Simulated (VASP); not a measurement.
# Cu2SnRhS4 (I-42m) in VASP: further runs

Cu2SnRhS4 is run at these levels: PBE; tasks: single point.

Everything below comes from runs of VASP 6.6.1. Logs are shortened: lines on timing, memory, paths and dates and some standing lists are left out, and cuts for length are marked.

## Step 1: The cell of the first run

It takes space group I-42m (No. 121, tetragonal). The conventional cell has a = 5.355 Å, b = 5.355 Å, c = 10.708 Å, α = 90.00°, β = 90.00°, γ = 90.00°. Within 3.2 Å of Sn (site symmetry -42m) lie 4 S at 2.42 Å. Rh (site symmetry -42m) has 4 S at 2.32 Å within 3.1 Å. Within 3.0 Å of S (site symmetry m) lie 2 Cu at 2.27 Å and 1 Rh at 2.32 Å and 1 Sn at 2.42 Å. Cu (site symmetry -4) has 4 S at 2.27 Å within 3.0 Å.

## Step 2: Single point, PBE

The input, INCAR:

```
SYSTEM = Cu2SnRhS4
PREC = Accurate
ENCUT = 520
EDIFF = 1E-7
ISMEAR = -1
SIGMA = 0.1
LREAL = .FALSE.
LASPH = .TRUE.
NELM = 80
ALGO = Normal
ISIF = 2
LWAVE = .FALSE.
LCHARG = .FALSE.
GGA = PE
NBANDS = 48
```

The input, KPOINTS:

```
Automatic mesh
0
G
  4 4 4
  0 0 0
```

The input, POSCAR:

```
Cu2SnRhS4
1.0
    0.0000000000      5.3548950000      0.0000000000
    5.3548950000      0.0000000000      0.0000000000
    2.6774470000      2.6774470000     -5.3538030000
Sn Rh S Cu
1 1 4 2
Direct
    0.5000000000      0.5000000000      0.0000000000
    0.0000000000      0.0000000000      0.0000000000
    0.3753000000      0.3753000000      0.7336000000
    0.6247000000      0.1089000000      0.2664000000
    0.8911000000      0.8911000000      0.7336000000
    0.1089000000      0.6247000000      0.2664000000
    0.7500000000      0.2500000000      0.5000000000
    0.2500000000      0.7500000000      0.5000000000
```

Potentials or basis: VASP PAW PBE potentials, release 64 (Sn_d, Rh_pv, S, Cu).

Command:

```console
cat potpaw_PBE.64/Sn_d/POTCAR potpaw_PBE.64/Rh_pv/POTCAR potpaw_PBE.64/S/POTCAR potpaw_PBE.64/Cu/POTCAR > POTCAR
mpirun -np 1 vasp_std > vasp.out
```

OUTCAR:

```text
SYSTEM = Cu2SnRhS4
   PREC = Accurate
   ENCUT = 520
   EDIFF = 1E-7
   ISMEAR = -1
   LREAL = .FALSE.
   LASPH = .TRUE.
   NELM = 80
   ISIF = 2
   GGA = PE

 ion  position               nearest neighbor table
   1  0.500  0.500  0.000-   3 2.42   4 2.42   6 2.42   5 2.42
   2  0.000  0.000  0.000-   5 2.32   4 2.32   6 2.32   3 2.32
   3  0.375  0.375  0.734-   7 2.27   8 2.27   2 2.32   1 2.42
   4  0.625  0.109  0.266-   7 2.27   8 2.27   2 2.32   1 2.42
   5  0.891  0.891  0.734-   7 2.27   8 2.27   2 2.32   1 2.42
   6  0.109  0.625  0.266-   8 2.27   7 2.27   2 2.32   1 2.42
   7  0.750  0.250  0.500-   4 2.27   5 2.27   3 2.27   6 2.27
   8  0.250  0.750  0.500-   6 2.27   5 2.27   3 2.27   4 2.27

  LATTYP: Found a body centered tetragonal cell.
 ALAT       =     5.3548950000
 C/A-ratio  =     1.9995921489

  Lattice vectors:

 A1 = (  -2.6774470000,   2.6774480000,   5.3538030000)
 A2 = (   2.6774480000,  -2.6774470000,   5.3538030000)
 A3 = (   2.6774470000,   2.6774470000,  -5.3538030000)

Analysis of symmetry for initial positions (statically):
=====================================================================
 Subroutine PRICEL returns:
 Original cell was already a primitive cell.

 Routine SETGRP: Setting up the symmetry group for a
 body centered tetragonal supercell.

 Subroutine GETGRP returns: Found  8 space group operations
 (whereof  8 operations were pure point group operations)
 out of a pool of 16 trial point group operations.

The static configuration has the point symmetry D_2d.

Analysis of symmetry for dynamics (positions and initial velocities):
=====================================================================
 Subroutine PRICEL returns:
 Original cell was already a primitive cell.

 Routine SETGRP: Setting up the symmetry group for a
 body centered tetragonal supercell.

 Subroutine GETGRP returns: Found  8 space group operations
 (whereof  8 operations were pure point group operations)
 out of a pool of 16 trial point group operations.

The dynamic configuration has the point symmetry D_2d.

 Subroutine INISYM returns: Found  8 space group operations
 (whereof  8 operations are pure point group operations),
 and found     1 'primitive' translations

----------------------------------------------------------------------------------------

                                     Primitive cell

  volume of cell :     153.5198

  direct lattice vectors                    reciprocal lattice vectors
     0.000000000  5.354895000  0.000000000     0.000000000  0.186745025  0.093391540
     5.354895000  0.000000000  0.000000000     0.186745025  0.000000000  0.093391540
     2.677447000  2.677447000 -5.353803000     0.000000000  0.000000000 -0.186783115

  length of vectors
     5.354895000  5.354895000  6.557488196     0.208795795  0.208795795  0.186783115

  position of ions in fractional coordinates (direct lattice)
     0.500000000  0.500000000  0.000000000
     0.000000000  0.000000000  0.000000000
     0.375300000  0.375300000  0.733600000
     0.624700000  0.108900000  0.266400000
     0.891100000  0.891100000  0.733600000
     0.108900000  0.624700000  0.266400000
     0.750000000  0.250000000  0.500000000
     0.250000000  0.750000000  0.500000000

  ion indices of the primitive-cell ions
   primitive index   ion index
                 1           1
                 2           2
                 3           3
                 4           4
                 5           5
                 6           6
                 7           7
                 8           8

----------------------------------------------------------------------------------------

 KPOINTS: Automatic mesh

Automatic generation of k-mesh.
 Grid dimensions read from file:
 generate k-points for:    4    4    4

 Generating k-lattice:

  Cartesian coordinates                     Fractional coordinates (reciprocal lattice)
     0.000000000  0.046686256  0.023347885     0.250000000  0.000000000  0.000000000
     0.046686256  0.000000000  0.023347885     0.000000000  0.250000000  0.000000000
     0.000000000  0.000000000 -0.046695779     0.000000000  0.000000000  0.250000000

  Length of vectors
     0.052198949  0.052198949  0.046695779

  Shift w.r.t. Gamma in fractional coordinates (k-lattice)
     0.000000000  0.000000000  0.000000000

 Subroutine IBZKPT returns following result:
 ===========================================

 Found     13 irreducible k-points:

 Following reciprocal coordinates:
            Coordinates               Weight
  0.000000  0.000000  0.000000      1.000000
  0.250000  0.000000 -0.000000      8.000000
  0.500000  0.000000 -0.000000      4.000000
  0.250000  0.250000 -0.000000      8.000000
  0.500000  0.250000 -0.000000     16.000000
 -0.250000  0.250000  0.000000      4.000000
  0.500000  0.500000 -0.000000      2.000000
  0.000000  0.000000  0.250000      2.000000
  0.500000  0.000000  0.250000      4.000000
 -0.250000  0.000000  0.250000      8.000000
  0.500000  0.500000  0.250000      2.000000
 -0.250000 -0.250000  0.250000      4.000000
  0.000000  0.000000  0.500000      1.000000
   k-points           NKPTS =     13   k-points in BZ     NKDIM =     13   number of bands    NBANDS=     48
   number of dos      NEDOS =    301   number of ions     NIONS =      8
   total plane-waves  NPLWV =  80000
   dimension x,y,z NGX =    40 NGY =   40 NGZ =   50
   dimension x,y,z NGXF=    80 NGYF=   80 NGZF=  100
   ions per type =               1   1   4   2
   NGX,Y,Z   is equivalent  to a cutoff of  12.42, 12.42, 12.68 a.u.
   NGXF,Y,Z  is equivalent  to a cutoff of  24.84, 24.84, 25.35 a.u.
 SYSTEM =  Cu2SnRhS4
   PREC   = accura    normal or accurate (medium, high low for compatibility)
   ISTART =      0    job   : 0-new  1-cont  2-samecut
   ICHARG =      2    charge: 1-file 2-atom 10-const
   ISPIN  =      1    spin polarized calculation?
   LNONCOLLINEAR =      F non collinear calculations
   LSORBIT =      F    spin-orbit coupling
   LASPH  =      T    aspherical Exc in radial PAW
   ENCUT  =  520.0 eV  38.22 Ry    6.18 a.u.   9.96  9.96 12.19*2*pi/ulx,y,z
   NELM   =     80;   NELMIN=  2; NELMDL= -5     # of ELM steps
   EDIFF  = 0.1E-06   stopping-criterion for ELM
   LREAL  =      F    real-space projection
   EDIFFG = 0.1E-05   stopping-criterion for IOM
   NSW    =      0    number of steps for IOM
   IBRION =     -1    ionic relax: 0-MD 1-quasi-New 2-CG
   NFREE  =      0    steps in history (QN), initial steepest desc. (CG)
   ISIF   =      2    stress and relaxation
   ISYM   =      2    0-nonsym 1-usesym 2-fastsym
   POTIM  = 0.5000    time-step for ionic-motion
   TEBEG  =    0.0;   TEEND  =   0.0 temperature during run
   PSTRESS=    0.0 pullay stress
   NELECT =      75.0000    total number of electrons
   NUPDOWN=      -1.0000    fix difference up-down
   EMIN   =  10.00;   EMAX   =-10.00  energy-range for DOS
   EFERMI =   0.00;   METHOD = LEGACY
   ISMEAR =    -1;   SIGMA  =   0.10  broadening in eV -4-tet -1-fermi 0-gaus
   EFERMI_NEDOS =   21; number of points for ismear=-14 and -15
   IALGO  =     38    algorithm
   IMIX   =      4    mixing-type and parameters
     AMIX     =   0.40;   BMIX     =  1.00
     AMIX_MAG =   1.60;   BMIX_MAG =  1.00
  volume/ion in A,a.u.               =      19.19       129.50
  Fermi-wavevector in a.u.,A,eV,Ry     =   1.289359  2.436535 22.618956  1.662446
  Thomas-Fermi vector in A             =   2.421257
   LORBIT       =      0    0 simple, 1 ext, 2 COOP (PROOUT), +10 PAW based schemes
   GGA     = PE    functional components
   LHFCALC =     F    Hartree Fock is set to
   AEXX    =    0.0000 exact exchange contribution
   IVDW    =     0    specifies the selected vdW correction
   LEPSILON=     F    determine dielectric tensor
   LRPA    =     F    only Hartree local field effects (RPA)
 non-spin polarized calculation
  energy-cutoff  :      520.00
  volume of cell :      153.52
 maximum number of plane-waves:      4170
   NGX = 19   NGY = 19   NGZ = 25

 number of electron      74.9999975 magnetization

 Free energy of the ion-electron system (eV)
  ---------------------------------------------------
  ext. energy  EPLUGINS =         0.00000000
  ---------------------------------------------------
  free energy    TOTEN  =       -36.71939278 eV

  energy without entropy =      -36.52665074  energy(sigma->0) =      -36.62302176

 E-fermi :   6.2321     XC(G=0): -10.2267

 val. band max:        6.2259259181   @ k =  -0.2500   0.2500   0.0000
 cond. band min:       6.2784837999   @ k =   0.5000   0.0000   0.2500
 fundamental gap:      0.0525578818
 Fermi energy:         6.2321410708

 k-point     1 :       0.0000    0.0000    0.0000
  band No.  band energies     occupation
      1     -40.0157      2.00000
      2     -39.8761      2.00000
      3     -39.8761      2.00000
      4     -16.0352      2.00000
      5     -16.0262      2.00000
      6     -16.0262      2.00000
[... 40 lines left out ...]
     47      11.8879      0.00000
     48      11.9698      0.00000

 k-point     2 :       0.2500    0.0000   -0.0000
  band No.  band energies     occupation
      1     -40.0157      2.00000
      2     -39.8761      2.00000
      3     -39.8761      2.00000
      4     -16.0353      2.00000
      5     -16.0265      2.00000
      6     -16.0261      2.00000
[... 40 lines left out ...]
     47      12.0793      0.00000
     48      12.2136      0.00000

 k-point     3 :       0.5000    0.0000   -0.0000
  band No.  band energies     occupation
      1     -40.0157      2.00000
      2     -39.8762      2.00000
      3     -39.8761      2.00000
      4     -16.0355      2.00000
      5     -16.0268      2.00000
      6     -16.0261      2.00000
[... 40 lines left out ...]
     47      12.1324      0.00000
     48      12.2357      0.00000

 k-point     4 :       0.2500    0.2500   -0.0000
  band No.  band energies     occupation
      1     -40.0157      2.00000
      2     -39.8761      2.00000
      3     -39.8761      2.00000
      4     -16.0357      2.00000
      5     -16.0265      2.00000
      6     -16.0264      2.00000
[... 397 lines left out ...]
     47      12.2163      0.00000
     48      12.6183      0.00000

 k-point    12 :      -0.2500   -0.2500    0.2500
  band No.  band energies     occupation
      1     -40.0157      2.00000
      2     -39.8761      2.00000
      3     -39.8761      2.00000
      4     -16.0357      2.00000
      5     -16.0265      2.00000
      6     -16.0261      2.00000
[... 40 lines left out ...]
     47      12.4811      0.00000
     48      12.5459      0.00000

 k-point    13 :       0.0000    0.0000    0.5000
  band No.  band energies     occupation
      1     -40.0157      2.00000
      2     -39.8761      2.00000
      3     -39.8761      2.00000
      4     -16.0354      2.00000
      5     -16.0258      2.00000
      6     -16.0258      2.00000
[... 40 lines left out ...]
     47      11.5210      0.00000
     48      13.1921      0.00000

------------------------ aborting loop because EDIFF is reached ----------------------------------------

  FORCE on cell =-STRESS in cart. coord.  units (eV):
  Direction    XX          YY          ZZ          XY          YZ          ZX
  --------------------------------------------------------------------------------------
  -------------------------------------------------------------------------------------
  Total        4.1292752      4.1292752      4.1052316      0.0000000      0.0000004      0.0000004
  in kB       43.0943273     43.0943273     42.8434015      0.0000000      0.0000040      0.0000040
  external PRESSURE =      43.0106854 kB  Pullay stress =       0.0000000 kB

 VOLUME and BASIS-vectors are now :
 -----------------------------------------------------------------------------
  energy-cutoff  :      520.00
  volume of cell :      153.52
      direct lattice vectors                 reciprocal lattice vectors
     0.000000000  5.354895000  0.000000000     0.000000000  0.186745025  0.093391540
     5.354895000  0.000000000  0.000000000     0.186745025  0.000000000  0.093391540
     2.677447000  2.677447000 -5.353803000     0.000000000  0.000000000 -0.186783115

 POSITION                                       TOTAL-FORCE (eV/Angst)
 -----------------------------------------------------------------------------------
      2.67745      2.67745      0.00000         0.000000     -0.000000      0.000000
      0.00000      0.00000      0.00000         0.000000      0.000000      0.000000
      3.97387      3.97387     -3.92755        -0.501279     -0.501279      0.243496
      1.29642      4.05847     -1.42625        -0.501279      0.501279     -0.243496
      6.73592      6.73592     -3.92755         0.501279      0.501279      0.243496
      4.05847      1.29642     -1.42625         0.501279     -0.501279     -0.243496
      2.67745      5.35489     -2.67690         0.000000     -0.000000      0.000000
      5.35489      2.67745     -2.67690         0.000000      0.000000      0.000000
 -----------------------------------------------------------------------------------
    total drift:                                0.000023      0.000023     -0.000002

  FREE ENERGIE OF THE ION-ELECTRON SYSTEM (eV)
  ---------------------------------------------------
  free  energy   TOTEN  =       -36.7193927759 eV

  energy  without entropy=      -36.5266507401  energy(sigma->0) =      -36.62302176
```

Run time: 3.2 min. Hardware: 1 thread of Oxide Virtual Turin-like, shared host; peak memory 0.29 GiB.

Results:

```yaml
Free_energy: -36.7194 eV
Pressure: 4.3 GPa
Largest_force: 0.750 eV/Å
Band_gap_on_the_k_mesh: zero (an odd number of electrons rules out a gap without spin polarisation)
```

Forces in eV/Å, atoms in the order of the input:
```
Sn   0.000  0.000  0.000
Rh   0.000  0.000  0.000
S   -0.501 -0.501  0.243
S   -0.501  0.501 -0.243
S    0.501  0.501  0.243
S    0.501 -0.501 -0.243
Cu   0.000  0.000  0.000
Cu   0.000  0.000  0.000
```

Caveat: the cell stands under pressure; spin-orbit coupling is left out, which moves the levels of the heavy elements. With open d or f shells a metallic result of PBE can be an artefact of self-interaction; +U or a hybrid may open a gap.

## Step 3: Single point, PBE

The input, INCAR:

```
PREC     = Accurate       # precision mode
ENCUT    = 520            # plane-wave cutoff, eV
EDIFF    = 1E-6           # SCF threshold, eV
ISMEAR   = -1             # smearing method
SIGMA    = 0.1            # smearing width, eV
LREAL    = False          # projectors in reciprocal space
LASPH    = True           # aspherical terms in the spheres
NELM     = 100            # most SCF steps
ALGO     = Normal         # electronic algorithm
ISIF     = 2              # what is computed and relaxed
LWAVE    = False          # write WAVECAR
LCHARG   = False          # write CHGCAR
GGA      = PE             # functional
NBANDS   = 48             # bands
```

The input, KPOINTS:

```
regular mesh
0
Gamma
  4 4 4
```

POSCAR is that of step 2.

Potentials or basis: VASP PAW PBE potentials, release 64 (Sn_d, Rh_pv, S, Cu).

Command:

```console
cat potpaw_PBE.64/Sn_d/POTCAR potpaw_PBE.64/Rh_pv/POTCAR potpaw_PBE.64/S/POTCAR potpaw_PBE.64/Cu/POTCAR > POTCAR
mpirun -np 1 vasp_std > vasp.out
```

OUTCAR:

```text
PREC = Accurate
   ENCUT = 520
   EDIFF = 1E-6
   ISMEAR = -1
   LREAL = False
   LASPH = True
   NELM = 100
   ISIF = 2
   GGA = PE

 ion  position               nearest neighbor table
   1  0.500  0.500  0.000-   3 2.42   4 2.42   6 2.42   5 2.42
   2  0.000  0.000  0.000-   5 2.32   4 2.32   6 2.32   3 2.32
   3  0.375  0.375  0.734-   7 2.27   8 2.27   2 2.32   1 2.42
   4  0.625  0.109  0.266-   7 2.27   8 2.27   2 2.32   1 2.42
   5  0.891  0.891  0.734-   7 2.27   8 2.27   2 2.32   1 2.42
   6  0.109  0.625  0.266-   8 2.27   7 2.27   2 2.32   1 2.42
   7  0.750  0.250  0.500-   4 2.27   5 2.27   3 2.27   6 2.27
[... 861 lines left out ...]
  Total        4.1741326      4.1741326      4.1499667      0.0000000      0.0000004      0.0000004
  in kB       43.5624723     43.5624723     43.3102701      0.0000000      0.0000040      0.0000040
  external PRESSURE =      43.4784049 kB  Pullay stress =       0.0000000 kB

 VOLUME and BASIS-vectors are now :
 -----------------------------------------------------------------------------
  energy-cutoff  :      520.00
  volume of cell :      153.52
      direct lattice vectors                 reciprocal lattice vectors
     0.000000000  5.354895000  0.000000000     0.000000000  0.186745025  0.093391540
     5.354895000  0.000000000  0.000000000     0.186745025  0.000000000  0.093391540
     2.677447000  2.677447000 -5.353803000     0.000000000  0.000000000 -0.186783115

 POSITION                                       TOTAL-FORCE (eV/Angst)
 -----------------------------------------------------------------------------------
      2.67745      2.67745      0.00000        -0.000000     -0.000000      0.000000
      0.00000      0.00000      0.00000        -0.000000      0.000000      0.000000
      3.97387      3.97387     -3.92755        -0.501371     -0.501371      0.243173
      1.29642      4.05847     -1.42625        -0.501371      0.501371     -0.243173
      6.73592      6.73592     -3.92755         0.501371      0.501371      0.243173
      4.05847      1.29642     -1.42625         0.501371     -0.501371     -0.243173
      2.67745      5.35489     -2.67690        -0.000000     -0.000000      0.000000
      5.35489      2.67745     -2.67690        -0.000000      0.000000      0.000000
 -----------------------------------------------------------------------------------
    total drift:                                0.000023      0.000023     -0.000002

  FREE ENERGIE OF THE ION-ELECTRON SYSTEM (eV)
  ---------------------------------------------------
  free  energy   TOTEN  =       -36.7193927850 eV

  energy  without entropy=      -36.5266455836  energy(sigma->0) =      -36.62301918
```

OSZICAR:

```text
N       E                     dE             d eps       ncg     rms          rms(c)
DAV:   1     0.860217298520E+03    0.86022E+03   -0.33568E+04  1304   0.193E+03
DAV:   2     0.952055779080E+02   -0.76501E+03   -0.73180E+03  1256   0.555E+02
DAV:   3    -0.309619773395E+02   -0.12617E+03   -0.12124E+03  1536   0.204E+02
[... 10 lines left out ...]
DAV:  14    -0.367194891822E+02    0.38919E-04   -0.33451E-04  1864   0.182E-01    0.899E-02
DAV:  15    -0.367193889258E+02    0.10026E-03   -0.50420E-04  1928   0.458E-01    0.266E-02
DAV:  16    -0.367194036842E+02   -0.14758E-04   -0.11247E-04  1744   0.647E-02    0.269E-02
DAV:  17    -0.367193945893E+02    0.90950E-05   -0.13831E-05  1656   0.745E-02    0.123E-02
DAV:  18    -0.367193925042E+02    0.20851E-05   -0.10818E-05  1608   0.465E-02    0.338E-03
DAV:  19    -0.367193927850E+02   -0.28082E-06   -0.19661E-06  1032   0.928E-03
   1 F= -.36719393E+02 E0= -.36623019E+02  d E =-.192747E+00
```

Wall time 3.5 min (1 thread of Oxide Virtual Turin-like, shared host); peak memory 0.28 GiB.

What came out:

| Item | Value |
| --- | --- |
| Free energy | -36.7194 eV |
| Pressure | 4.3 GPa |
| Largest force | 0.750 eV/Å |
| Band gap on the k mesh | zero (an odd number of electrons rules out a gap without spin polarisation) |

Forces on the atoms (eV/Å):
```
Sn   0.000  0.000  0.000
Rh   0.000  0.000  0.000
S   -0.501 -0.501  0.243
S   -0.501  0.501 -0.243
S    0.501  0.501  0.243
S    0.501 -0.501 -0.243
Cu   0.000  0.000  0.000
Cu   0.000  0.000  0.000
```

Caveat: the cell stands under pressure; spin-orbit coupling is left out, which moves the levels of the heavy elements. With open d or f shells a metallic result of PBE can be an artefact of self-interaction; +U or a hybrid may open a gap.

[end of part 1 of 2]

The gap in the log of VASP goes by the Fermi energy; the results here count the filled bands.